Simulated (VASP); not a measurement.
Input of a VASP 6.6.1 run:

INCAR

```
SYSTEM = TiAl
PREC = Accurate
ENCUT = 520
EDIFF = 1E-6
ISMEAR = 0
SIGMA = 0.1
LREAL = .False.
LASPH = .True.
NELM = 60
ALGO = Fast
ISIF = 2
LWAVE = .False.
LCHARG = .False.
GGA = PS
NBANDS = 14
```

File KPOINTS:

```
regular mesh
0
Gamma
  14 14 14
  0 0 0
```

The input POSCAR:

```
TiAl
1.0
    3.1557967818      0.0000000000      0.0000000000
    0.0000000000      3.1557967818      0.0000000000
    0.0000000000      0.0000000000      3.1557967818
Ti Al
1 1
Direct
    0.0000000000      0.0000000000      0.0000000000
    0.5000000000      0.5000000000      0.5000000000
```

Potentials or basis: VASP PAW PBE potentials, release 64 (Ti_sv, Al).

The run is started by

```sh
$ cat potpaw_PBE.64/Ti_sv/POTCAR potpaw_PBE.64/Al/POTCAR > POTCAR
$ mpirun -np 1 vasp_std > vasp.out
```

Q: Predict the pressure.

A: 0.1 GPa.

Caveat: the PAW data sets were made with another functional, which shifts forces and pressure a little.
